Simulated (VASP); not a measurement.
A run of VASP 6.6.1 is set up as follows.

POSCAR

```
Hf
1.0
   -1.8050000000      1.8050000000      1.8050000000
    1.8050000000     -1.8050000000      1.8050000000
    1.8050000000      1.8050000000     -1.8050000000
Hf
1
Direct
    0.0000000000      0.0000000000      0.0000000000
```

Contents of INCAR.step1:

```
PREC     = Accurate       # precision mode
ENCUT    = 520            # plane-wave cutoff, eV
EDIFF    = 1E-5           # SCF threshold, eV
ISMEAR   = -1             # smearing method
SIGMA    = 0.05           # smearing width, eV
LREAL    = False          # projectors in reciprocal space
LASPH    = True           # aspherical terms in the spheres
NELM     = 80             # most SCF steps
ALGO     = Normal         # electronic algorithm
ISIF     = 2              # what is computed and relaxed
LWAVE    = True           # write WAVECAR
LCHARG   = False          # write CHGCAR
NBANDS   = 11             # bands
GGA      = PE             # functional
```

INCAR.step2

```
PREC     = Accurate       # precision mode
ENCUT    = 520            # plane-wave cutoff, eV
EDIFF    = 1E-6           # SCF threshold, eV
ISMEAR   = -1             # smearing method
SIGMA    = 0.05           # smearing width, eV
LREAL    = False          # projectors in reciprocal space
LASPH    = True           # aspherical terms in the spheres
NELM     = 80             # most SCF steps
ALGO     = Normal         # electronic algorithm
ISIF     = 2              # what is computed and relaxed
LWAVE    = False          # write WAVECAR
LCHARG   = False          # write CHGCAR
GGA      = PE             # functional
LHFCALC  = True           # exact exchange
HFSCREEN = 0.2079         # screening, 1/A
PRECFOCK = Normal       
NBANDS   = 11             # bands
ISTART   = 1
```

The input KPOINTS:

```
Automatic mesh
0
Gamma
  6 6 6
```

Potentials or basis: VASP PAW PBE potentials, release 64 (Hf_pv).

Command:

```sh
$ cat potpaw_PBE.64/Hf_pv/POTCAR > POTCAR
$ cp INCAR.step1 INCAR
$ mpirun -np 1 vasp_std > vasp.out
$ cp INCAR.step2 INCAR
$ mpirun -np 1 vasp_std > vasp.out
```

**Question.** Estimate the band gap on the k mesh.

**Answer.** Zero (bands 5 and 6 overlap by 2.92 eV).

**Question.** What does it give for the pressure?

**Answer.** -4.0 GPa.

Caveat: the k points lie up to 0.41 Å⁻¹ apart, too coarse for converged energies and pressures of a metal; the PAW data sets were made with another functional, which shifts forces and pressure a little; spin-orbit coupling is left out, which moves the levels of the heavy elements.
